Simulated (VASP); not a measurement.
# SnO2 (P-1) in VASP: a series of runs

Runs on SnO2. Level: LDA. Tasks: single point.

Everything below comes from runs of VASP 6.6.1. Logs are shortened: lines on timing, memory, paths and dates and some standing lists are left out, and cuts for length are marked.

### Step 1. The cell of the first run

The typed cell holds 6 atoms: a = 4.721 Å, b = 4.724 Å, c = 3.190 Å, α = 90.00°, β = 90.00°, γ = 90.00°.

### Step 2. Single point, LDA (atoms displaced along a vibrational mode)

The input, INCAR:

```
SYSTEM = SnO2
PREC     = Accurate       ! precision mode
ENCUT    = 520            ! plane-wave cutoff, eV
EDIFF    = 1E-6           ! SCF threshold, eV
ISMEAR   = 0              ! smearing method
SIGMA    = 0.05           ! smearing width, eV
LREAL    = .FALSE.        ! projectors in reciprocal space
LASPH    = .TRUE.         ! aspherical terms in the spheres
NELM     = 60             ! most SCF steps
ALGO     = Normal         ! electronic algorithm
ISIF     = 2              ! what is computed and relaxed
LWAVE    = .FALSE.        ! write WAVECAR
LCHARG   = .FALSE.        ! write CHGCAR
GGA      = CA             ! functional
NBANDS   = 35             ! bands
```

The input, KPOINTS:

```
Automatic mesh
0
G
  6 6 8
  0 0 0
```

The input, POSCAR:

```
SnO2
1.0
    4.7212714729      0.0000000000      0.0000000000
    0.0000000000      4.7242464886      0.0000000000
    0.0000000000      0.0000000000      3.1900194032
Sn O
2 4
Direct
    0.5000000000      0.5000000000      0.5000000000
    0.0000000000      0.0000000000      0.0000000000
    0.3055669669      0.3065721209      0.0000000000
    0.8055669669      0.1934278791      0.5235108288
    0.1944330331      0.8065721209      0.4764891712
    0.6944330331      0.6934278791      0.0000000000
```

Potentials or basis: VASP PAW LDA potentials, release 64 (Sn_d, O).

On the command line:

```sh
cat potpaw_LDA.64/Sn_d/POTCAR potpaw_LDA.64/O/POTCAR > POTCAR
mpirun -np 1 vasp_std > vasp.out
```

OUTCAR:

```text
SYSTEM = SnO2
   PREC = Accurate
   ENCUT = 520
   EDIFF = 1E-6
   ISMEAR = 0
   LREAL = .FALSE.
   LASPH = .TRUE.
   NELM = 60
   ISIF = 2
   GGA = CA

 ion  position               nearest neighbor table
   1  0.500  0.500  0.500-   4 2.05   5 2.05   3 2.05   6 2.05   3 2.05   6 2.05   2 3.70   2 3.70
                             2 3.70   2 3.70   2 3.70   2 3.70   2 3.70   2 3.70
   2  0.000  0.000  0.000-   4 2.00   5 2.00   3 2.04   6 2.04   4 2.11   5 2.11   1 3.70   1 3.70
                             1 3.70   1 3.70   1 3.70   1 3.70   1 3.70   1 3.70
   3  0.306  0.307  0.000-   2 2.04   1 2.05   1 2.05
   4  0.806  0.193  0.524-   2 2.00   1 2.05   2 2.11
   5  0.194  0.807  0.476-   2 2.00   1 2.05   2 2.11
   6  0.694  0.693  0.000-   2 2.04   1 2.05   1 2.05

  LATTYP: Found a simple orthorhombic cell.
 ALAT       =     3.1900194032
 B/A-ratio  =     1.4800134031
 C/A-ratio  =     1.4809460042

  Lattice vectors:

 A1 = (   0.0000000000,   0.0000000000,   3.1900194032)
 A2 = (   4.7212714729,   0.0000000000,   0.0000000000)
 A3 = (   0.0000000000,   4.7242464886,   0.0000000000)

Analysis of symmetry for initial positions (statically):
=====================================================================
 Subroutine PRICEL returns:
 Original cell was already a primitive cell.

 Routine SETGRP: Setting up the symmetry group for a
 simple orthorhombic supercell.

 Subroutine GETGRP returns: Found  2 space group operations
 (whereof  2 operations were pure point group operations)
 out of a pool of  8 trial point group operations.

The static configuration has the point symmetry S_2 .

Analysis of symmetry for dynamics (positions and initial velocities):
=====================================================================
 Subroutine PRICEL returns:
 Original cell was already a primitive cell.

 Routine SETGRP: Setting up the symmetry group for a
 simple orthorhombic supercell.

 Subroutine GETGRP returns: Found  2 space group operations
 (whereof  2 operations were pure point group operations)
 out of a pool of  8 trial point group operations.

The dynamic configuration has the point symmetry S_2 .

 Subroutine INISYM returns: Found  2 space group operations
 (whereof  2 operations are pure point group operations),
 and found     1 'primitive' translations

----------------------------------------------------------------------------------------

                                     Primitive cell

  volume of cell :      71.1516

  direct lattice vectors                    reciprocal lattice vectors
     4.721271473  0.000000000  0.000000000     0.211807350  0.000000000  0.000000000
     0.000000000  4.724246489  0.000000000     0.000000000  0.211673968  0.000000000
     0.000000000  0.000000000  3.190019403     0.000000000  0.000000000  0.313477717

  length of vectors
     4.721271473  4.724246489  3.190019403     0.211807350  0.211673968  0.313477717

  position of ions in fractional coordinates (direct lattice)
     0.500000000  0.500000000  0.500000000
     0.000000000  0.000000000  0.000000000
     0.305566967  0.306572121  0.000000000
     0.805566967  0.193427879  0.523510829
     0.194433033  0.806572121  0.476489171
     0.694433033  0.693427879  0.000000000

  ion indices of the primitive-cell ions
   primitive index   ion index
                 1           1
                 2           2
                 3           3
                 4           4
                 5           5
                 6           6

----------------------------------------------------------------------------------------

 KPOINTS: Automatic mesh

Automatic generation of k-mesh.
 Grid dimensions read from file:
 generate k-points for:    6    6    8

 Generating k-lattice:

  Cartesian coordinates                     Fractional coordinates (reciprocal lattice)
     0.035301225  0.000000000  0.000000000     0.166666667  0.000000000  0.000000000
     0.000000000  0.035278995  0.000000000     0.000000000  0.166666667  0.000000000
     0.000000000  0.000000000  0.039184715     0.000000000  0.000000000  0.125000000

  Length of vectors
     0.035301225  0.035278995  0.039184715

  Shift w.r.t. Gamma in fractional coordinates (k-lattice)
     0.000000000  0.000000000  0.000000000

 Subroutine IBZKPT returns following result:
 ===========================================

 Found    148 irreducible k-points:

 Following reciprocal coordinates:
            Coordinates               Weight
  0.000000  0.000000  0.000000      1.000000
  0.166667  0.000000  0.000000      2.000000
  0.333333  0.000000  0.000000      2.000000
  0.500000  0.000000  0.000000      1.000000
  0.000000  0.166667  0.000000      2.000000
  0.166667  0.166667  0.000000      2.000000
[... 16 lines left out ...]
 -0.166667  0.000000  0.125000      2.000000
  0.333333  0.000000  0.125000      2.000000
 [... further k-points ...]
   k-points           NKPTS =    148   k-points in BZ     NKDIM =    148   number of bands    NBANDS=     35
   number of dos      NEDOS =    301   number of ions     NIONS =      6
   total plane-waves  NPLWV =  31104
   dimension x,y,z NGX =    36 NGY =   36 NGZ =   24
   dimension x,y,z NGXF=    72 NGYF=   72 NGZF=   48
   ions per type =               2   4
   NGX,Y,Z   is equivalent  to a cutoff of  12.68, 12.67, 12.51 a.u.
   NGXF,Y,Z  is equivalent  to a cutoff of  25.35, 25.34, 25.01 a.u.
 SYSTEM =  SnO2
   PREC   = accura    normal or accurate (medium, high low for compatibility)
   ISTART =      0    job   : 0-new  1-cont  2-samecut
   ICHARG =      2    charge: 1-file 2-atom 10-const
   ISPIN  =      1    spin polarized calculation?
   LNONCOLLINEAR =      F non collinear calculations
   LSORBIT =      F    spin-orbit coupling
   LASPH  =      T    aspherical Exc in radial PAW
   ENCUT  =  520.0 eV  38.22 Ry    6.18 a.u.   8.78  8.78  5.93*2*pi/ulx,y,z
   NELM   =     60;   NELMIN=  2; NELMDL= -5     # of ELM steps
   EDIFF  = 0.1E-05   stopping-criterion for ELM
   LREAL  =      F    real-space projection
   EDIFFG = 0.1E-04   stopping-criterion for IOM
   NSW    =      0    number of steps for IOM
   IBRION =     -1    ionic relax: 0-MD 1-quasi-New 2-CG
   NFREE  =      0    steps in history (QN), initial steepest desc. (CG)
   ISIF   =      2    stress and relaxation
   ISYM   =      2    0-nonsym 1-usesym 2-fastsym
   POTIM  = 0.5000    time-step for ionic-motion
   TEBEG  =    0.0;   TEEND  =   0.0 temperature during run
   PSTRESS=    0.0 pullay stress
   NELECT =      52.0000    total number of electrons
   NUPDOWN=      -1.0000    fix difference up-down
   EMIN   =  10.00;   EMAX   =-10.00  energy-range for DOS
   EFERMI =   0.00;   METHOD = LEGACY
   ISMEAR =     0;   SIGMA  =   0.05  broadening in eV -4-tet -1-fermi 0-gaus
   EFERMI_NEDOS =   21; number of points for ismear=-14 and -15
   IALGO  =     38    algorithm
   IMIX   =      4    mixing-type and parameters
     AMIX     =   0.40;   BMIX     =  1.00
     AMIX_MAG =   1.60;   BMIX_MAG =  1.00
  volume/ion in A,a.u.               =      11.86        80.03
  Fermi-wavevector in a.u.,A,eV,Ry     =   1.474623  2.786633 29.586044  2.174513
  Thomas-Fermi vector in A             =   2.589372
   LORBIT       =      0    0 simple, 1 ext, 2 COOP (PROOUT), +10 PAW based schemes
   GGA     = CA    functional components
   LHFCALC =     F    Hartree Fock is set to
   AEXX    =    0.0000 exact exchange contribution
   IVDW    =     0    specifies the selected vdW correction
   LEPSILON=     F    determine dielectric tensor
   LRPA    =     F    only Hartree local field effects (RPA)
 non-spin polarized calculation
 Gauss-broadening in eV      SIGMA  =   0.05
  energy-cutoff  :      520.00
  volume of cell :       71.15
 maximum number of plane-waves:      1944
   NGX = 17   NGY = 17   NGZ = 11

 number of electron      51.9999989 magnetization

 Free energy of the ion-electron system (eV)
  ---------------------------------------------------
  ext. energy  EPLUGINS =         0.00000000
  ---------------------------------------------------
  free energy    TOTEN  =       -42.20609111 eV

  energy without entropy =      -42.20609111  energy(sigma->0) =      -42.20609111

 E-fermi :   6.2308     XC(G=0): -11.8295

 val. band max:        5.9399717147   @ k =   0.0000   0.0000   0.0000
 cond. band min:       7.1377147229   @ k =   0.0000   0.0000   0.0000
 fundamental gap:      1.1977430082
 Fermi energy:         6.2308381598

 k-point     1 :       0.0000    0.0000    0.0000
  band No.  band energies     occupation
      1     -15.0957      2.00000
      2     -14.3294      2.00000
      3     -14.0372      2.00000
      4     -14.0308      2.00000
      5     -14.0144      2.00000
      6     -13.9233      2.00000
[... 27 lines left out ...]
     34      17.9914      0.00000
     35      18.2992      0.00000

 k-point     2 :       0.1667    0.0000    0.0000
  band No.  band energies     occupation
      1     -15.0529      2.00000
      2     -14.3744      2.00000
      3     -14.0411      2.00000
      4     -14.0302      2.00000
      5     -14.0124      2.00000
      6     -13.9556      2.00000
[... 27 lines left out ...]
     34      17.9413      0.00000
     35      18.2640      0.00000

 k-point     3 :       0.3333    0.0000    0.0000
  band No.  band energies     occupation
      1     -14.9290      2.00000
      2     -14.5275      2.00000
      3     -14.0470      2.00000
      4     -14.0290      2.00000
      5     -14.0082      2.00000
      6     -13.9908      2.00000
[... 27 lines left out ...]
     34      17.9518      0.00000
     35      18.2223      0.00000

 k-point     4 :       0.5000    0.0000    0.0000
  band No.  band energies     occupation
      1     -14.7514      2.00000
      2     -14.7280      2.00000
      3     -14.0473      2.00000
      4     -14.0283      2.00000
      5     -14.0060      2.00000
      6     -14.0000      2.00000
[... 27 lines left out ...]
     34      18.0401      0.00000
     35      18.3818      0.00000

 k-point     5 :       0.0000    0.1667    0.0000
  band No.  band energies     occupation
      1     -15.0529      2.00000
      2     -14.3744      2.00000
      3     -14.0411      2.00000
      4     -14.0302      2.00000
      5     -14.0124      2.00000
      6     -13.9556      2.00000
[... 638 lines left out ...]
 k-point    22 :       0.1667    0.0000    0.1250
  band No.  band energies     occupation
      1     -14.9713      2.00000
      2     -14.3619      2.00000
      3     -14.1846      2.00000
      4     -14.1040      2.00000
      5     -13.9939      2.00000
      6     -13.9494      2.00000
[... 27 lines left out ...]
     34      17.8880      0.00000
     35      18.1261      0.00000

 k-point    23 :      -0.1667    0.0000    0.1250
  band No.  band energies     occupation
      1     -14.9973      2.00000
      2     -14.2872      2.00000
      3     -14.2230      2.00000
      4     -14.1350      2.00000
      5     -13.9960      2.00000
      6     -13.9246      2.00000
[... 27 lines left out ...]
     34      17.9688      0.00000
     35      18.0830      0.00000

 k-point    24 :       0.3333    0.0000    0.1250
  band No.  band energies     occupation
      1     -14.8490      2.00000
      2     -14.5396      2.00000
      3     -14.1998      2.00000
      4     -14.1075      2.00000
      5     -13.9768      2.00000
      6     -13.9474      2.00000
[... 27 lines left out ...]
     34      18.0308      0.00000
     35      18.1752      0.00000

 [... further k-points ...]

------------------------ aborting loop because EDIFF is reached ----------------------------------------

  FORCE on cell =-STRESS in cart. coord.  units (eV):
  Direction    XX          YY          ZZ          XY          YZ          ZX
  --------------------------------------------------------------------------------------
  -------------------------------------------------------------------------------------
  Total        0.6092062      0.6030687      0.8406942     -0.1076213     -0.8775630      0.8870160
  in kB       13.7179775     13.5797742     18.9305733     -2.4233930    -19.7607791     19.9736386
  external PRESSURE =      15.4094417 kB  Pullay stress =       0.0000000 kB

 VOLUME and BASIS-vectors are now :
 -----------------------------------------------------------------------------
  energy-cutoff  :      520.00
  volume of cell :       71.15
      direct lattice vectors                 reciprocal lattice vectors
     4.721271473  0.000000000  0.000000000     0.211807350  0.000000000  0.000000000
     0.000000000  4.724246489  0.000000000     0.000000000  0.211673968  0.000000000
     0.000000000  0.000000000  3.190019403     0.000000000  0.000000000  0.313477717

 POSITION                                       TOTAL-FORCE (eV/Angst)
 -----------------------------------------------------------------------------------
      2.36064      2.36212      1.59501         0.000000     -0.000000      0.000000
      0.00000      0.00000      0.00000         0.000000     -0.000000      0.000000
      1.44266      1.44832      0.00000        -0.003984     -0.005889      0.000093
      3.80330      0.91380      1.67001        -0.102471      0.104027     -0.986173
      0.91797      3.81045      1.52001         0.102471     -0.104027      0.986173
      3.27861      3.27592      0.00000         0.003984      0.005889     -0.000093
 -----------------------------------------------------------------------------------
    total drift:                               -0.000000      0.000000      0.000000

  FREE ENERGIE OF THE ION-ELECTRON SYSTEM (eV)
  ---------------------------------------------------
  free  energy   TOTEN  =       -42.2060911135 eV

  energy  without entropy=      -42.2060911135  energy(sigma->0) =      -42.20609111
```

Run time: 3.4 min. Hardware: 1 thread of Oxide Virtual Turin-like, shared host; peak memory 0.33 GiB.

What came out:

| Item | Value |
| --- | --- |
| Free energy | -42.2061 eV |
| Pressure | 1.5 GPa |
| Largest force | 0.997 eV/Å |
| Band gap on the k mesh | 1.20 eV |

Forces on the atoms (eV/Å):
```
Sn   0.000  0.000  0.000
Sn   0.000  0.000  0.000
O   -0.004 -0.006  0.000
O   -0.102  0.104 -0.986
O    0.102 -0.104  0.986
O    0.004  0.006  0.000
```

Stress tensor (GPa, compression positive):
```
 1.37 -0.24  2.00
-0.24  1.36 -1.98
 2.00 -1.98  1.89
```

Levels at points of the mesh, in eV from the valence-band top:
```tsv
k point	band 23	band 24	band 25	band 26	band 27	band 28	band 29	band 30
(0.00, 0.00, 0.00)	-1.28	-0.82	-0.80	0.00	1.20	5.99	6.04	6.07
(0.50, 0.00, 0.00)	-1.24	-1.24	-0.66	-0.65	4.33	4.37	6.76	6.82
(0.00, 0.50, 0.00)	-1.24	-1.24	-0.66	-0.65	4.33	4.37	6.78	6.83
(0.50, 0.50, 0.00)	-1.38	-1.37	-0.92	-0.91	4.73	4.78	7.26	7.30
(0.00, 0.00, 0.50)	-1.78	-1.72	-1.29	-1.25	6.06	6.08	9.46	9.47
(0.50, 0.00, 0.50)	-1.21	-1.08	-0.73	-0.71	6.13	6.58	7.85	7.92
(0.00, 0.50, 0.50)	-1.22	-1.09	-0.73	-0.71	6.13	6.58	7.85	7.91
(0.50, 0.50, 0.50)	-1.00	-1.00	-0.86	-0.85	4.72	4.74	8.62	8.66
```

Caveat: the cell differs from its parent crystal (atoms displaced along a vibrational mode); spin-orbit coupling is left out, which moves the levels of the heavy elements.

(Continued in part 2 of 2.)
